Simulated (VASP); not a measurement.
Wanted: the native input for a VASP 6.6.1 run.

| Item | Value |
| --- | --- |
| Task | single point |
| Functional | LDA |
| Potentials or basis | VASP PAW LDA potentials, release 64 (Sc_sv) |
| Cutoff | 520 eV |
| k mesh | 18 × 18 × 10 |
| Occupations | gaussian, width 0.15 eV |
| Spin | no spin polarisation |
| Dipole correction | no |
| Further INCAR settings | ALGO = Fast; EDIFF = 1e-07; NBANDS = 18 |

The structure of Sc lies in POSCAR:

```
Sc
1.0
    3.2095339604      0.0000000000      0.0000000000
   -1.6047669802      2.7795379440      0.0000000000
    0.0000000000      0.0000000000      5.2680000000
Sc
2
Direct
    0.3333333333      0.6666666667      0.2500000000
    0.6666666667      0.3333333333      0.7500000000
```

This cell differs from its parent crystal: strain -0.030 along x and y, +0.000 along z.

The input as run:

INCAR

```
SYSTEM = Sc
  ALGO = Fast
  EDIFF = 1E-7
  ENCUT = 520
  ISIF = 2
  ISMEAR = 0
  LASPH = .True.
  LCHARG = .True.
  LELF = .True.
  LREAL = .False.
  LVHAR = .True.
  LWAVE = .False.
  NBANDS = 18
  NELM = 100
  PREC = Accurate
  SIGMA = 0.15
```

KPOINTS

```
k-points
0
Gamma
  18 18 10
  0 0 0
```

Potentials or basis: VASP PAW LDA potentials, release 64 (Sc_sv).

Command:

```sh
$ cat potpaw_LDA.64/Sc_sv/POTCAR > POTCAR
$ mpirun -np 1 vasp_std > vasp.out
```

Results of the run:

```json
{"Pressure": "-2.2 GPa", "Band gap on the k mesh": "zero (band 11 reaches 4.52 eV, above the bottom of band 12 at 3.24 eV)"}
```

Caveat: the cell differs from its parent crystal (strain -0.030 along x and y, +0.000 along z).

Run time: 73 s on 1 thread of Intel(R) Xeon(R) 6975P-C (Granite Rapids) (shared host), peak memory 0.25 GiB.
